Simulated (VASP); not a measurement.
# Yb: single point with LDA

Yb:

```
Yb
1.0
     0.00000    2.45695    2.45695
     2.45695    0.00000    2.45695
     2.45695    2.45695    0.00000
Yb
1
Direct
  0.00000 0.00000 0.00000
```

```yaml
Program: VASP 6.6.1
Task: single point
Functional: LDA
Potentials_or_basis: VASP PAW PBE potentials, release 64 (Yb)
Cutoff: 520 eV
k_mesh: 11 × 11 × 11
Occupations: fermi-dirac, width 0.01 eV
Spin: no spin polarisation
Dipole_correction: no
Further_INCAR_settings: ALGO = Normal; EDIFF = 1e-06; NBANDS = 18
```

```
Pressure               : 0.0 GPa
Band gap on the k mesh : zero (bands 12 and 13 overlap by 0.14 eV)
```

Levels at points of the mesh, in eV from the Fermi level:
```
           k point  band 8  band 9  band 10  band 11  band 12  band 13  band 14  band 15  band 16  band 17
(0.00, 0.00, 0.00)   -0.41   -0.41    -0.25    -0.25    -0.25     2.99     2.99     2.99     5.57     5.57
```

Wall time 57 s on 1 thread of AMD EPYC 7R13, on a shared host, peak memory 0.14 GiB.

Caveat: the PAW data sets were made with another functional, which shifts forces and pressure a little; spin-orbit coupling is left out, which moves the levels of the heavy elements. Spin polarisation is off, so any magnetic state and its effect on volume and gap are missing.
